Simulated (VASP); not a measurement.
Crystal: Ta.

```xyz
1
Lattice="0.0000 2.0825 2.0825 2.0825 0.0000 2.0825 2.0825 2.0825 0.0000" Properties=species:S:1:pos:R:3 pbc="T T T"
Ta    0.0000    0.0000    0.0000
```

```yaml
Program: VASP 6.6.1
Task: relaxation of cell and atoms
Functional: LDA
Potentials_or_basis: VASP PAW LDA potentials, release 64 (Ta_pv)
Cutoff: 600 eV
k_mesh: 13 × 13 × 13
Occupations: fermi-dirac, width 0.1 eV
Spin: no spin polarisation
```

At the start: pressure -2.7 GPa; volume 18.06 Å³/atom.

Problem. How do energy, volume and symmetry change on relaxing?

Solution. Over 3 steps the energy falls by 2.1 meV/atom and the volume is 17.83 Å³/atom (-1.3 %); space group Fm-3m (No. 225, to 0.05 Å).

The path:
| step | energy change (eV) | largest force (eV/Å) | pressure (GPa) | volume (Å³) |
| --- | --- | --- | --- | --- |
| 1 | 0.0000 | 0.0000 | -2.74 | 18.06 |
| 2 | 0.0099 | 0.0000 | 7.13 | 17.27 |
| 3 | -0.0021 | 0.0000 | -0.04 | 17.83 |

Final structure:
```yaml
crystal:
  lattice:
    - [0.00000, 2.07332, 2.07332]
    - [2.07332, 0.00000, 2.07332]
    - [2.07332, 2.07332, 0.00000]
  atoms:
    - { symbol: Ta, position: [0.00000, 0.00000, 0.00000] }
```
